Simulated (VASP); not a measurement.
# Ti (Cmce) in VASP: notebook, part 2 of 2

VASP 6.6.1.

## Step 3: Relaxation of cell and atoms, PBE

INCAR reads:

```
ALGO = Normal
EDIFF = 1E-6
EDIFFG = -0.04
ENCUT = 600
GGA = PE
IBRION = 2
ISIF = 3
ISMEAR = 0
LASPH = T
LCHARG = F
LREAL = F
LWAVE = F
NELM = 60
NSW = 90
PREC = Accurate
SIGMA = 0.1
```

KPOINTS reads:

```
k-points
0
Gamma
  4 4 4
```

POSCAR reads:

```
Ti
1.0
    2.1943530355     -3.7190214569      0.0000000000
    2.1943530355      3.7190214569      0.0000000000
    0.0000000000      0.0000000000      4.3945437982
Ti
4
Direct
    0.1525000000      0.8475000000      0.0785000000
    0.6525000000      0.3475000000      0.4215000000
    0.8475000000      0.1525000000      0.9215000000
    0.3475000000      0.6525000000      0.5785000000
```

Potentials or basis: VASP PAW PBE potentials, release 64 (Ti_sv).

On the command line:

```console
> cat potpaw_PBE.64/Ti_sv/POTCAR > POTCAR
> mpirun -np 1 vasp_std > vasp.out
```

OUTCAR:

```text
EDIFF = 1E-6
   EDIFFG = -0.04
   ENCUT = 600
   GGA = PE
   IBRION = 2
   ISIF = 3
   ISMEAR = 0
   LASPH = T
   LREAL = F
   NELM = 60
   NSW = 90
   PREC = Accurate

 ion  position               nearest neighbor table
   1  0.153  0.847  0.078-   3 2.37   4 2.63   4 2.63   2 2.66   2 2.66   3 2.72   3 2.72
   2  0.653  0.347  0.422-   4 2.37   3 2.63   3 2.63   1 2.66   1 2.66   4 2.72   4 2.72
   3  0.847  0.153  0.922-   1 2.37   2 2.63   2 2.63   4 2.66   4 2.66   1 2.72   1 2.72
   4  0.347  0.653  0.578-   2 2.37   1 2.63   1 2.63   3 2.66   3 2.66   2 2.72   2 2.72

  LATTYP: Found a base centered orthorhombic cell.
 ALAT       =     4.3887060710
 B/A-ratio  =     1.6948145520
 C/A-ratio  =     1.0013301705

  Lattice vectors:

 A1 = (   2.1943530355,  -3.7190214569,   0.0000000000)
 A2 = (   2.1943530355,   3.7190214569,   0.0000000000)
 A3 = (   0.0000000000,   0.0000000000,   4.3945437982)

Analysis of symmetry for initial positions (statically):
=====================================================================
 Subroutine PRICEL returns:
 Original cell was already a primitive cell.

 Routine SETGRP: Setting up the symmetry group for a
 base centered orthorhombic supercell.

 Subroutine GETGRP returns: Found  8 space group operations
 (whereof  4 operations were pure point group operations)
 out of a pool of  8 trial point group operations.

The static configuration has the point symmetry C_2h.
 The point group associated with its full space group is D_2h.

Analysis of symmetry for dynamics (positions and initial velocities):
=====================================================================
 Subroutine PRICEL returns:
 Original cell was already a primitive cell.

 Routine SETGRP: Setting up the symmetry group for a
 base centered orthorhombic supercell.

 Subroutine GETGRP returns: Found  8 space group operations
 (whereof  4 operations were pure point group operations)
 out of a pool of  8 trial point group operations.

The dynamic configuration has the point symmetry C_2h.
 The point group associated with its full space group is D_2h.

 Subroutine INISYM returns: Found  8 space group operations
 (whereof  4 operations are pure point group operations),
 and found     1 'primitive' translations

----------------------------------------------------------------------------------------

                                     Primitive cell

  volume of cell :      71.7264

  direct lattice vectors                    reciprocal lattice vectors
     2.194353035 -3.719021457  0.000000000     0.227857593 -0.134443968  0.000000000
     2.194353035  3.719021457  0.000000000     0.227857593  0.134443968  0.000000000
     0.000000000  0.000000000  4.394543798     0.000000000  0.000000000  0.227554906

  length of vectors
     4.318136848  4.318136848  4.394543798     0.264564289  0.264564289  0.227554906

  position of ions in fractional coordinates (direct lattice)
     0.152500000  0.847500000  0.078500000
     0.652500000  0.347500000  0.421500000
     0.847500000  0.152500000  0.921500000
     0.347500000  0.652500000  0.578500000

  ion indices of the primitive-cell ions
   primitive index   ion index
                 1           1
                 2           2
                 3           3
                 4           4

----------------------------------------------------------------------------------------

 KPOINTS: k-points

Automatic generation of k-mesh.
 Grid dimensions read from file:
 generate k-points for:    4    4    4
[... 52 lines left out ...]
   ISTART =      0    job   : 0-new  1-cont  2-samecut
   ICHARG =      2    charge: 1-file 2-atom 10-const
   ISPIN  =      1    spin polarized calculation?
   LNONCOLLINEAR =      F non collinear calculations
   LSORBIT =      F    spin-orbit coupling
   LASPH  =      T    aspherical Exc in radial PAW
   ENCUT  =  600.0 eV  44.10 Ry    6.64 a.u.   8.62  8.62  8.78*2*pi/ulx,y,z
   NELM   =     60;   NELMIN=  2; NELMDL= -5     # of ELM steps
   EDIFF  = 0.1E-05   stopping-criterion for ELM
   LREAL  =      F    real-space projection
   EDIFFG = -.4E-01   stopping-criterion for IOM
   NSW    =     90    number of steps for IOM
   IBRION =      2    ionic relax: 0-MD 1-quasi-New 2-CG
   NFREE  =      1    steps in history (QN), initial steepest desc. (CG)
   ISIF   =      3    stress and relaxation
   ISYM   =      2    0-nonsym 1-usesym 2-fastsym
   POTIM  = 0.5000    time-step for ionic-motion
   TEBEG  =    0.0;   TEEND  =   0.0 temperature during run
   PSTRESS=    0.0 pullay stress
   NELECT =      48.0000    total number of electrons
   NUPDOWN=      -1.0000    fix difference up-down
   EMIN   =  10.00;   EMAX   =-10.00  energy-range for DOS
   EFERMI =   0.00;   METHOD = LEGACY
   ISMEAR =     0;   SIGMA  =   0.10  broadening in eV -4-tet -1-fermi 0-gaus
   EFERMI_NEDOS =   21; number of points for ismear=-14 and -15
   IALGO  =     38    algorithm
   IMIX   =      4    mixing-type and parameters
     AMIX     =   0.40;   BMIX     =  1.00
     AMIX_MAG =   1.60;   BMIX_MAG =  1.00
  volume/ion in A,a.u.               =      17.93       121.01
  Fermi-wavevector in a.u.,A,eV,Ry     =   1.431954  2.706000 27.898622  2.050491
  Thomas-Fermi vector in A             =   2.551634
   LORBIT       =      0    0 simple, 1 ext, 2 COOP (PROOUT), +10 PAW based schemes
   GGA     = PE    functional components
   LHFCALC =     F    Hartree Fock is set to
   AEXX    =    0.0000 exact exchange contribution
   IVDW    =     0    specifies the selected vdW correction
   LEPSILON=     F    determine dielectric tensor
   LRPA    =     F    only Hartree local field effects (RPA)
 conjugate gradient relaxation of ions
 non-spin polarized calculation
 Gauss-broadening in eV      SIGMA  =   0.10
  energy-cutoff  :      600.00
  volume of cell :       71.73
 maximum number of plane-waves:      2411
 NGX is ok and might be reduce to    36
   NGX = 17   NGY = 17   NGZ = 17

--------------------------------------- Ionic step        1  -------------------------------------------

 number of electron      47.9999993 magnetization

 Free energy of the ion-electron system (eV)
  ---------------------------------------------------
  ext. energy  EPLUGINS =         0.00000000
  ---------------------------------------------------
  free energy    TOTEN  =       -26.84602441 eV

  energy without entropy =      -26.79507476  energy(sigma->0) =      -26.82054958

------------------------ aborting loop because EDIFF is reached ----------------------------------------

  FORCE on cell =-STRESS in cart. coord.  units (eV):
  Direction    XX          YY          ZZ          XY          YZ          ZX
  --------------------------------------------------------------------------------------
  -------------------------------------------------------------------------------------
  Total        2.9078790      8.8947691      1.0237309      0.0000000      0.0000000      0.0000000
  in kB       64.9543048    198.6855501     22.8674336      0.0000000      0.0000000      0.0000000
  external PRESSURE =      95.5024295 kB  Pullay stress =       0.0000000 kB
[... 95 lines left out ...]
  FREE ENERGIE OF THE ION-ELECTRON SYSTEM (eV)
  ---------------------------------------------------
  free  energy   TOTEN  =       -27.5809309650 eV

  energy  without entropy=      -27.5336443674  energy(sigma->0) =      -27.55728767

 E-fermi :   5.2582     XC(G=0):  -9.8672

 val. band max:        5.2433802612   @ k =   0.2500   0.2500   0.2500
 cond. band min:       5.2625556330   @ k =   0.5000   0.0000   0.5000
 fundamental gap:      0.0191753719
 Fermi energy:         5.2581747503

 k-point     1 :       0.0000    0.0000    0.0000
  band No.  band energies     occupation
      1     -51.8063      2.00000
      2     -51.7147      2.00000
      3     -51.6895      2.00000
      4     -51.6557      2.00000
      5     -28.2721      2.00000
      6     -28.1929      2.00000
[... 640 lines left out ...]
     27       5.5978      0.00000
     28       5.5978      0.00000

[... ionic steps 4 to 28 ...]

--------------------------------------- Ionic step       29  -------------------------------------------

 number of electron      47.9999990 magnetization

------------------------ aborting loop because EDIFF is reached ----------------------------------------
[... 71 lines left out ...]
--------------------------------------- Ionic step       31  -------------------------------------------

 number of electron      47.9999990 magnetization

 Free energy of the ion-electron system (eV)
  ---------------------------------------------------
  ext. energy  EPLUGINS =         0.00000000
  ---------------------------------------------------
  free energy    TOTEN  =       -30.46957885 eV

  energy without entropy =      -30.46012850  energy(sigma->0) =      -30.46485367

 E-fermi :   7.4620     XC(G=0): -11.0552

 val. band max:        7.4562777655   @ k =   0.2500   0.2500   0.5000
 cond. band min:       7.5057472133   @ k =  -0.2500   0.2500   0.0000
 fundamental gap:      0.0494694478
 Fermi energy:         7.4620222999

 k-point     1 :       0.0000    0.0000    0.0000
  band No.  band energies     occupation
      1     -49.2291      2.00000
      2     -49.0626      2.00000
      3     -49.0234      2.00000
      4     -48.9778      2.00000
      5     -25.7859      2.00000
      6     -25.7215      2.00000
[... 671 lines left out ...]
  FREE ENERGIE OF THE ION-ELECTRON SYSTEM (eV)
  ---------------------------------------------------
  free  energy   TOTEN  =       -30.4695788540 eV

  energy  without entropy=      -30.4601284959  energy(sigma->0) =      -30.46485367

 reached required accuracy - stopping structural energy minimisation
```

CONTCAR:

```text
Ti
   1.00000000000000
     1.8852751450135281   -4.8815849428082219   -0.0000000000000000
     1.8852751450135281    4.8815849428082219    0.0000000000000000
     0.0000000000000000    0.0000000000000000    4.0377090430368696
  Ti
     4
Direct
     0.1499579256616402    0.8500420743383598    0.0000346310714479
     0.6499579256616402    0.3500420743383599    0.4999653689285521
     0.8500420743383598    0.1499579256616402    0.9999653689285517
     0.3500420743383599    0.6499579256616402    0.5000346310714481

  0.00000000E+00  0.00000000E+00  0.00000000E+00
  0.00000000E+00  0.00000000E+00  0.00000000E+00
  0.00000000E+00  0.00000000E+00  0.00000000E+00
  0.00000000E+00  0.00000000E+00  0.00000000E+00
```

Run time: 9.8 min. Hardware: 1 thread of AMD EPYC 9R45 (Zen 5), shared host; peak memory 0.2 GiB.

What came out:

```yaml
Free_energy: -30.4696 eV
Relaxed_volume: 18.58 Å³/atom
Relaxed_cell: a = 5.233 Å, b = 5.233 Å, c = 4.038 Å, α = 90.00°, β = 90.00°, γ = 137.77°
Space_group_after_relaxing_to_0.1_Å: Fmmm (No. 69)
Energy_gained_by_relaxing: 905.9 meV/atom
Ionic_steps: 31
Pressure_after_relaxing: -0.1 GPa
Largest_force_after_relaxing: 0.018 eV/Å
Band_gap_on_the_k_mesh: zero (bands 24 and 25 overlap by 0.49 eV)
```

Forces in eV/Å, atoms in the order of the input:
```
Ti   0.000  0.017 -0.002
Ti   0.000  0.017  0.002
Ti   0.000 -0.017  0.002
Ti   0.000 -0.017 -0.002
```

The path:
| step | energy change (eV) | largest force (eV/Å) | pressure (GPa) | volume (Å³) |
| --- | --- | --- | --- | --- |
| 1 | 0.0000 | 0.3805 | 9.55 | 71.73 |
| 2 | -0.6950 | 0.9550 | -2.15 | 83.22 |
| 3 | -0.7349 | 1.1673 | -7.24 | 90.61 |
| 4 | -1.2053 | 1.4887 | -9.00 | 92.50 |
| 5 | -2.0935 | 1.5516 | -11.02 | 95.54 |
| 6 | -2.8601 | 1.1583 | -2.64 | 83.80 |
| 7 | -2.8731 | 1.1343 | -0.65 | 82.05 |
| 8 | -3.1769 | 0.9233 | -0.94 | 80.57 |
| 9 | -3.4321 | 0.9669 | -0.56 | 77.93 |
| 10 | -3.4384 | 1.0277 | -0.26 | 77.36 |
| 11 | -3.5507 | 0.4474 | -1.95 | 76.36 |
| 12 | -3.5574 | 0.4074 | -2.33 | 76.03 |
| 13 | -3.5913 | 0.1468 | 1.27 | 72.91 |
| 14 | -3.5920 | 0.1785 | 0.84 | 73.27 |
| 15 | -3.5994 | 0.0905 | 0.10 | 73.80 |
| 16 | -3.5997 | 0.0982 | -0.03 | 73.91 |
| 17 | -3.6017 | 0.0377 | 0.14 | 73.98 |
| 18 | -3.6021 | 0.0555 | 0.24 | 74.02 |
| 19 | -3.6037 | 0.0409 | -0.13 | 74.40 |
| 20 | -3.6045 | 0.0243 | -0.67 | 74.93 |
| 21 | -3.6054 | 0.0314 | -0.67 | 74.93 |
| 22 | -3.6076 | 0.0626 | -0.56 | 74.93 |
| 23 | -3.6108 | 0.1368 | -0.35 | 74.91 |
| 24 | -3.6097 | 0.2995 | 0.16 | 74.79 |
| 25 | -3.6117 | 0.1955 | -0.16 | 74.88 |
| 26 | -3.6143 | 0.1763 | -0.17 | 74.81 |
| 27 | -3.6198 | 0.1210 | -0.11 | 74.59 |
| 28 | -3.6190 | 0.0305 | 0.12 | 74.01 |
| 29 | -3.6215 | 0.0751 | -0.01 | 74.35 |
| 30 | -3.6232 | 0.0393 | -0.09 | 74.33 |
| 31 | -3.6236 | 0.0175 | -0.14 | 74.32 |

Final structure:
```
Ti
1.0
     1.88528   -4.88158    0.00000
     1.88528    4.88158    0.00000
     0.00000    0.00000    4.03771
Ti
4
Direct
  0.14996 0.85004 0.00003
  0.64996 0.35004 0.49997
  0.85004 0.14996 0.99997
  0.35004 0.64996 0.50003
```

Levels at points of the mesh, in eV from the Fermi level:
| k point | band 21 | band 22 | band 23 | band 24 | band 25 | band 26 | band 27 | band 28 |
| --- | --- | --- | --- | --- | --- | --- | --- | --- |
| (0.00, 0.00, 0.00) | -1.61 | -1.37 | -0.60 | -0.24 | -0.09 | 1.06 | 1.62 | 2.08 |
| (0.50, 0.00, 0.00) | -0.66 | -0.66 | -0.63 | -0.63 | 0.49 | 0.49 | 0.98 | 0.98 |
| (0.50, 0.50, 0.00) | -1.55 | -1.46 | -1.28 | -0.92 | 0.16 | 0.47 | 1.27 | 1.63 |
| (0.00, 0.00, 0.50) | -0.82 | -0.82 | -0.30 | -0.30 | 0.94 | 0.94 | 1.30 | 1.30 |
| (0.50, 0.00, 0.50) | -0.75 | -0.75 | -0.02 | -0.02 | 0.49 | 0.49 | 1.19 | 1.19 |
| (0.50, 0.50, 0.50) | -0.99 | -0.99 | -0.44 | -0.44 | 0.57 | 0.57 | 0.59 | 0.59 |

Caveat: the k points lie up to 0.45 Å⁻¹ apart in the final cell; a cell axis changed by over 15 % at a fixed basis, so the end point is rough.
